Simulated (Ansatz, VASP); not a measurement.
## ZnO in VASP and in Ansatz

```
Zn O
1.0
     3.23865    0.00000    0.00000
    -1.61932    2.80475    0.00000
     0.00000    0.00000    7.23740
Zn O
2 2
Direct
  0.00000 0.00000 0.75000
  0.00000 0.00000 0.25000
  0.33333 0.66667 0.25000
  0.66667 0.33333 0.75000
```

Change from the starting cell: strain -0.015 along x and y, +0.015 along z, atoms carried along.

Alike in both runs: task single point; functional PBE; dispersion D3(BJ); k mesh 9 × 9 × 4; occupations gaussian, width 0.05 eV; no spin polarisation.

|  | VASP | Ansatz |
| --- | --- | --- |
| version | VASP 6.6.1 | Ansatz 0.2.0 |
| potentials or method | VASP PAW PBE potentials, release 64 (Zn, O), cutoff 520 eV | scalar-relativistic, plane waves, PAW |
| valence electrons in the cell | 36 | 36 |

|  | VASP | Ansatz | Ansatz less VASP |
| --- | --- | --- | --- |
| gap on the k mesh at the Fermi level (eV) | 0.86 | 0.85 | -0.004 |
| least direct gap on the mesh (eV) | 0.86 | 0.85 | -0.004 |
| pressure (GPa) | 2.8 | 1.8 | -0.92 |
| traceless stress, the component that is largest in VASP (GPa) | -4.44 | -3.49 | +0.953 |
